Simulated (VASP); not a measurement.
LiHPd, 3 atoms in the cell. The structure is tetragonal, space group P4/mmm (No. 123). Conventional cell: a = 2.779 Å, b = 2.779 Å, c = 3.904 Å, α = 90.00°, β = 90.00°, γ = 90.00°. Within 2.6 Å of Li (site symmetry 4/mmm) lie 2 H at 1.95 Å. H (site symmetry 4/mmm) has 2 Li at 1.95 Å and 4 Pd at 1.97 Å within 2.6 Å. Within 2.6 Å of Pd (site symmetry 4/mmm) lie 4 H at 1.97 Å. 

| Quantity | Value |
| --- | --- |
| Program | VASP 6.6.1 |
| Task | single point |
| Functional | LDA |
| Potentials or basis | VASP PAW LDA potentials, release 64 (Li_sv, H, Pd) |
| Cutoff | 520 eV |
| k mesh | 10 × 10 × 7 |
| Occupations | methfessel-paxton, width 0.2 eV |
| Spin | no spin polarisation |
| Dipole correction | no |
| Further INCAR settings | ALGO = Normal; EDIFF = 1e-07; NBANDS = 14 |

Potentials or basis: VASP PAW LDA potentials, release 64 (Li_sv, H, Pd).

The run is started by

```bash
$ cat potpaw_LDA.64/Li_sv/POTCAR potpaw_LDA.64/H/POTCAR potpaw_LDA.64/Pd/POTCAR > POTCAR
$ mpirun -np 1 vasp_std > vasp.out
```

Hardware: 1 thread of Intel(R) Xeon(R) Platinum 8375C CPU @ 2.90GHz (Ice Lake), with other jobs on the host.

Problem. How long does it take, and how much memory?

Solution. It took 32 s on 1 thread of Intel(R) Xeon(R) Platinum 8375C CPU @ 2.90GHz (Ice Lake) (shared host), peak memory 0.16 GiB. Counts: scf iterations 13, k points 84.
